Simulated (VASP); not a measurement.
# Hf (Im-3m) in VASP: notebook

Runs on Hf. Level: PBEsol. Tasks: single point.

Everything below comes from runs of VASP 6.6.1. Logs are shortened: lines on timing, memory, paths and dates and some standing lists are left out, and cuts for length are marked.

## Step 1: The cell of the first run

Symmetry: Im-3m, No. 229, cubic system. The conventional cell has a = 3.492 Å, b = 3.492 Å, c = 3.492 Å, α = 90.00°, β = 90.00°, γ = 90.00°. Within 4.0 Å of Hf (site symmetry m-3m) lie 14 Hf at 3.02 to 3.49 Å.

## Step 2: Single point, PBEsol

The input, INCAR:

```
PREC     = Accurate       # precision mode
ENCUT    = 520            # plane-wave cutoff, eV
EDIFF    = 1E-6           # SCF threshold, eV
ISMEAR   = -1             # smearing method
SIGMA    = 0.1            # smearing width, eV
LREAL    = F              # projectors in reciprocal space
LASPH    = T              # aspherical terms in the spheres
NELM     = 60             # most SCF steps
ALGO     = Normal         # electronic algorithm
ISIF     = 2              # what is computed and relaxed
LWAVE    = F              # write WAVECAR
LCHARG   = F              # write CHGCAR
GGA      = PS             # functional
NBANDS   = 11             # bands
```

The input, KPOINTS:

```
Automatic mesh
0
Gamma
  14 14 14
```

The input, POSCAR:

```
Hf
1.0
   -1.7460743118      1.7460743118      1.7460743118
    1.7460743118     -1.7460743118      1.7460743118
    1.7460743118      1.7460743118     -1.7460743118
Hf
1
Direct
    0.0000000000      0.0000000000      0.0000000000
```

Potentials or basis: VASP PAW PBE potentials, release 64 (Hf_pv).

On the command line:

```
> cat potpaw_PBE.64/Hf_pv/POTCAR > POTCAR
> mpirun -np 1 vasp_std > vasp.out
```

OUTCAR:

```text
PREC = Accurate
   ENCUT = 520
   EDIFF = 1E-6
   ISMEAR = -1
   LREAL = F
   LASPH = T
   NELM = 60
   ISIF = 2
   GGA = PS

 ion  position               nearest neighbor table
   1  0.000  0.000  0.000-

  LATTYP: Found a body centered cubic cell.
 ALAT       =     3.4921486236

  Lattice vectors:

 A1 = (  -1.7460743118,   1.7460743118,   1.7460743118)
 A2 = (   1.7460743118,  -1.7460743118,   1.7460743118)
 A3 = (   1.7460743118,   1.7460743118,  -1.7460743118)

Analysis of symmetry for initial positions (statically):
=====================================================================
 Subroutine PRICEL returns:
 Original cell was already a primitive cell.

 Routine SETGRP: Setting up the symmetry group for a
 body centered cubic supercell.

 Subroutine GETGRP returns: Found 48 space group operations
 (whereof 48 operations were pure point group operations)
 out of a pool of 48 trial point group operations.

The static configuration has the point symmetry O_h .

Analysis of symmetry for dynamics (positions and initial velocities):
=====================================================================
 Subroutine PRICEL returns:
 Original cell was already a primitive cell.

 Routine SETGRP: Setting up the symmetry group for a
 body centered cubic supercell.

 Subroutine GETGRP returns: Found 48 space group operations
 (whereof 48 operations were pure point group operations)
 out of a pool of 48 trial point group operations.

The dynamic configuration has the point symmetry O_h .

 Subroutine INISYM returns: Found 48 space group operations
 (whereof 48 operations are pure point group operations),
 and found     1 'primitive' translations

----------------------------------------------------------------------------------------

                                     Primitive cell

  volume of cell :      21.2936

  direct lattice vectors                    reciprocal lattice vectors
    -1.746074312  1.746074312  1.746074312     0.000000000  0.286356655  0.286356655
     1.746074312 -1.746074312  1.746074312     0.286356655  0.000000000  0.286356655
     1.746074312  1.746074312 -1.746074312     0.286356655  0.286356655  0.000000000

  length of vectors
     3.024289422  3.024289422  3.024289422     0.404969466  0.404969466  0.404969466

  position of ions in fractional coordinates (direct lattice)
     0.000000000  0.000000000  0.000000000

  ion indices of the primitive-cell ions
   primitive index   ion index
                 1           1

----------------------------------------------------------------------------------------

 KPOINTS: Automatic mesh

Automatic generation of k-mesh.
 Grid dimensions read from file:
 generate k-points for:   14   14   14

 Generating k-lattice:

  Cartesian coordinates                     Fractional coordinates (reciprocal lattice)
     0.000000000  0.020454047  0.020454047     0.071428571  0.000000000  0.000000000
     0.020454047  0.000000000  0.020454047     0.000000000  0.071428571  0.000000000
     0.020454047  0.020454047  0.000000000     0.000000000  0.000000000  0.071428571

  Length of vectors
     0.028926390  0.028926390  0.028926390

  Shift w.r.t. Gamma in fractional coordinates (k-lattice)
     0.000000000  0.000000000  0.000000000

 Subroutine IBZKPT returns following result:
 ===========================================

 Found    104 irreducible k-points:

 Following reciprocal coordinates:
            Coordinates               Weight
  0.000000  0.000000  0.000000      1.000000
  0.071429  0.000000  0.000000     12.000000
  0.142857  0.000000  0.000000     12.000000
  0.214286  0.000000  0.000000     12.000000
  0.285714  0.000000  0.000000     12.000000
  0.357143  0.000000  0.000000     12.000000
[... 16 lines left out ...]
  0.285714  0.285714  0.000000     24.000000
  0.357143  0.285714  0.000000     24.000000
 [... further k-points ...]
   k-points           NKPTS =    104   k-points in BZ     NKDIM =    104   number of bands    NBANDS=     11
   number of dos      NEDOS =    301   number of ions     NIONS =      1
   total plane-waves  NPLWV =  13824
   dimension x,y,z NGX =    24 NGY =   24 NGZ =   24
   dimension x,y,z NGXF=    48 NGYF=   48 NGZF=   48
   ions per type =               1
   NGX,Y,Z   is equivalent  to a cutoff of  13.19, 13.19, 13.19 a.u.
   NGXF,Y,Z  is equivalent  to a cutoff of  26.39, 26.39, 26.39 a.u.
 SYSTEM =  unknown system
   PREC   = accura    normal or accurate (medium, high low for compatibility)
   ISTART =      0    job   : 0-new  1-cont  2-samecut
   ICHARG =      2    charge: 1-file 2-atom 10-const
   ISPIN  =      1    spin polarized calculation?
   LNONCOLLINEAR =      F non collinear calculations
   LSORBIT =      F    spin-orbit coupling
   LASPH  =      T    aspherical Exc in radial PAW
   ENCUT  =  520.0 eV  38.22 Ry    6.18 a.u.   5.62  5.62  5.62*2*pi/ulx,y,z
   NELM   =     60;   NELMIN=  2; NELMDL= -5     # of ELM steps
   EDIFF  = 0.1E-05   stopping-criterion for ELM
   LREAL  =      F    real-space projection
   EDIFFG = 0.1E-04   stopping-criterion for IOM
   NSW    =      0    number of steps for IOM
   IBRION =     -1    ionic relax: 0-MD 1-quasi-New 2-CG
   NFREE  =      0    steps in history (QN), initial steepest desc. (CG)
   ISIF   =      2    stress and relaxation
   ISYM   =      2    0-nonsym 1-usesym 2-fastsym
   POTIM  = 0.5000    time-step for ionic-motion
   TEBEG  =    0.0;   TEEND  =   0.0 temperature during run
   PSTRESS=    0.0 pullay stress
   NELECT =      10.0000    total number of electrons
   NUPDOWN=      -1.0000    fix difference up-down
   EMIN   =  10.00;   EMAX   =-10.00  energy-range for DOS
   EFERMI =   0.00;   METHOD = LEGACY
   ISMEAR =    -1;   SIGMA  =   0.10  broadening in eV -4-tet -1-fermi 0-gaus
   EFERMI_NEDOS =   21; number of points for ismear=-14 and -15
   IALGO  =     38    algorithm
   IMIX   =      4    mixing-type and parameters
     AMIX     =   0.40;   BMIX     =  1.00
     AMIX_MAG =   1.60;   BMIX_MAG =  1.00
  volume/ion in A,a.u.               =      21.29       143.70
  Fermi-wavevector in a.u.,A,eV,Ry     =   1.272503  2.404682 22.031419  1.619264
  Thomas-Fermi vector in A             =   2.405378
   LORBIT       =      0    0 simple, 1 ext, 2 COOP (PROOUT), +10 PAW based schemes
   GGA     = PS    functional components
   LHFCALC =     F    Hartree Fock is set to
   AEXX    =    0.0000 exact exchange contribution
   IVDW    =     0    specifies the selected vdW correction
   LEPSILON=     F    determine dielectric tensor
   LRPA    =     F    only Hartree local field effects (RPA)
 non-spin polarized calculation
  energy-cutoff  :      520.00
  volume of cell :       21.29
 maximum number of plane-waves:       603
   NGX = 11   NGY = 11   NGZ = 11

 number of electron      10.0000000 magnetization

 number of electron       9.9999998 magnetization

 Free energy of the ion-electron system (eV)
  ---------------------------------------------------
  ext. energy  EPLUGINS =         0.00000000
  ---------------------------------------------------
  free energy    TOTEN  =       -10.36417486 eV

  energy without entropy =      -10.30493121  energy(sigma->0) =      -10.33455304

 E-fermi :   4.7327     XC(G=0): -11.6181

 val. band max:        4.7124178249   @ k =   0.1429   0.1429   0.0714
 cond. band min:       4.7367925717   @ k =  -0.4286  -0.4286   0.1429
 fundamental gap:      0.0243747469
 Fermi energy:         4.7326851480

 k-point     1 :       0.0000    0.0000    0.0000
  band No.  band energies     occupation
      1     -24.8355      2.00000
      2     -24.8355      2.00000
      3     -24.8355      2.00000
      4      -2.4506      2.00000
      5       6.2981      0.00000
      6       6.2981      0.00000
      7       6.2981      0.00000
      8       9.2384      0.00000
      9       9.2384      0.00000
     10      18.3098      0.00000
     11      18.3098      0.00000

 k-point     2 :       0.0714    0.0000    0.0000
  band No.  band energies     occupation
      1     -24.8876      2.00000
      2     -24.8514      2.00000
      3     -24.8358      2.00000
      4      -2.2500      2.00000
      5       6.1558      0.00000
      6       6.2425      0.00000
      7       6.4965      0.00000
      8       9.0075      0.00000
      9       9.2351      0.00000
     10      18.1853      0.00000
     11      18.5051      0.00000

 k-point     3 :       0.1429    0.0000    0.0000
  band No.  band energies     occupation
      1     -25.0310      2.00000
      2     -24.8959      2.00000
      3     -24.8365      2.00000
      4      -1.6782      2.00000
      5       5.7864      0.00005
      6       5.9944      0.00001
      7       7.0828      0.00000
      8       8.6544      0.00000
      9       9.2471      0.00000
     10      18.1795      0.00000
     11      18.9264      0.00000

 k-point     4 :       0.2143    0.0000    0.0000
  band No.  band energies     occupation
      1     -25.2321      2.00000
      2     -24.9595      2.00000
      3     -24.8377      2.00000
      4      -0.8322      2.00000
      5       5.3136      0.00598
      6       5.5241      0.00073
      7       8.0295      0.00000
      8       8.6126      0.00000
      9       9.3216      0.00000
     10      18.1753      0.00000
     11      18.9257      0.00000

 k-point     5 :       0.2857    0.0000    0.0000
  band No.  band energies     occupation
      1     -25.4475      2.00000
      2     -25.0291      2.00000
      3     -24.8390      2.00000
      4       0.0988      2.00000
      5       4.8514      0.46757
      6       5.1284      0.03753
      7       8.8421      0.00000
      8       9.2834      0.00000
      9       9.4935      0.00000
     10      17.9944      0.00000
     11      18.1523      0.00000
[... 211 lines left out ...]
 k-point    21 :       0.2857    0.2143    0.0000
  band No.  band energies     occupation
      1     -25.6436      2.00000
      2     -25.2367      2.00000
      3     -24.9339      2.00000
      4       2.1432      2.00000
      5       4.0827      1.99700
      6       4.7689      0.82078
      7       8.8639      0.00000
      8       9.9953      0.00000
      9      12.8447      0.00000
     10      15.0547      0.00000
     11      18.1899      0.00000

 k-point    22 :       0.3571    0.2143    0.0000
  band No.  band energies     occupation
      1     -25.6698      2.00000
      2     -25.3001      2.00000
      3     -24.9394      2.00000
      4       2.3844      2.00000
      5       4.1417      1.99459
      6       4.8738      0.39211
      7       8.9891      0.00000
      8      10.1590      0.00000
      9      13.7546      0.00000
     10      14.0939      0.00000
     11      17.4464      0.00000

 k-point    23 :       0.2857    0.2857    0.0000
  band No.  band energies     occupation
      1     -25.6168      2.00000
      2     -25.3583      2.00000
      3     -24.9513      2.00000
      4       2.7665      2.00000
      5       3.9818      1.99890
      6       4.6353      1.45183
      7       9.2212      0.00000
      8       9.8923      0.00000
      9      13.4993      0.00000
     10      14.3696      0.00000
     11      17.6119      0.00000

 k-point    24 :       0.3571    0.2857    0.0000
  band No.  band energies     occupation
      1     -25.5794      2.00000
      2     -25.4307      2.00000
      3     -24.9565      2.00000
      4       2.9756      2.00000
      5       4.1079      1.99614
      6       4.4528      1.88524
      7       9.4161      0.00000
      8       9.9574      0.00000
      9      12.7555      0.00000
     10      15.3207      0.00000
     11      16.7840      0.00000

 [... further k-points ...]

------------------------ aborting loop because EDIFF is reached ----------------------------------------

  FORCE on cell =-STRESS in cart. coord.  units (eV):
  Direction    XX          YY          ZZ          XY          YZ          ZX
  --------------------------------------------------------------------------------------
  -------------------------------------------------------------------------------------
  Total       -0.0126019     -0.0126019     -0.0126019     -0.0000000      0.0000000     -0.0000000
  in kB       -0.9481995     -0.9481995     -0.9481995     -0.0000000      0.0000000     -0.0000000
  external PRESSURE =      -0.9481995 kB  Pullay stress =       0.0000000 kB

 VOLUME and BASIS-vectors are now :
 -----------------------------------------------------------------------------
  energy-cutoff  :      520.00
  volume of cell :       21.29
      direct lattice vectors                 reciprocal lattice vectors
    -1.746074312  1.746074312  1.746074312     0.000000000  0.286356655  0.286356655
     1.746074312 -1.746074312  1.746074312     0.286356655  0.000000000  0.286356655
     1.746074312  1.746074312 -1.746074312     0.286356655  0.286356655  0.000000000

 POSITION                                       TOTAL-FORCE (eV/Angst)
 -----------------------------------------------------------------------------------
      0.00000      0.00000      0.00000         0.000000      0.000000      0.000000
 -----------------------------------------------------------------------------------
    total drift:                                0.000000      0.000000     -0.000000

  FREE ENERGIE OF THE ION-ELECTRON SYSTEM (eV)
  ---------------------------------------------------
  free  energy   TOTEN  =       -10.3641748612 eV

  energy  without entropy=      -10.3049312132  energy(sigma->0) =      -10.33455304
```

Run time: 16 s. Hardware: 1 thread of Intel Xeon 8259CL, shared host; peak memory 0.15 GiB.

Results:

```
Free energy            : -10.3642 eV
Pressure               : -0.1 GPa
Band gap on the k mesh : zero (band 5 reaches 6.30 eV, above the bottom of band 6 at 3.97 eV)
```

Caveat: the PAW data sets were made with another functional, which shifts forces and pressure a little; spin-orbit coupling is left out, which moves the levels of the heavy elements.

## Step 3: Single point, PBEsol (volume scaled by 1.04)

The input, INCAR:

```
SYSTEM = Hf
ALGO = Normal
EDIFF = 1E-6
ENCUT = 520
GGA = PS
ISIF = 2
ISMEAR = -1
LASPH = .TRUE.
LCHARG = .FALSE.
LREAL = .FALSE.
LWAVE = .FALSE.
NBANDS = 11
NELM = 100
PREC = Accurate
SIGMA = 0.1
```

The input, KPOINTS:

```
k-points
0
G
  14 14 14
  0 0 0
```

The input, POSCAR:

```
Hf
1.0
   -1.7690516088      1.7690516088      1.7690516088
    1.7690516088     -1.7690516088      1.7690516088
    1.7690516088      1.7690516088     -1.7690516088
Hf
1
Direct
    0.0000000000      0.0000000000      0.0000000000
```

Potentials or basis: VASP PAW PBE potentials, release 64 (Hf_pv).

On the command line:

```
> cat potpaw_PBE.64/Hf_pv/POTCAR > POTCAR
> mpirun -np 1 vasp_std > vasp.out
```

Run time: 17 s. Hardware: 1 thread of Intel Xeon 8259CL, shared host; peak memory 0.15 GiB.

The run converged. Its results:

| Quantity | Value |
| --- | --- |
| Free energy | -10.3531 eV |
| Pressure | -4.0 GPa |
| Band gap on the k mesh | zero (band 5 reaches 6.00 eV, above the bottom of band 6 at 3.73 eV) |

Levels at points of the mesh, in eV from the Fermi level:
```
           k point  band 1  band 2  band 3  band 4  band 5  band 6  band 7  band 8  band 9  band 10
(0.00, 0.00, 0.00)  -29.73  -29.73  -29.73   -7.06    1.53    1.53    1.53    4.35    4.35    13.38
(0.50, 0.00, 0.00)  -30.58  -30.01  -29.73   -3.40   -0.51    1.14    4.18    5.20    7.72    10.31
(0.50, 0.50, 0.50)  -30.33  -30.33  -30.33   -2.60   -2.60    6.87    6.87    6.87    7.32     7.32
```

Caveat: the PAW data sets were made with another functional, which shifts forces and pressure a little; spin-orbit coupling is left out, which moves the levels of the heavy elements.

(Part 1 of 2 ends here.)
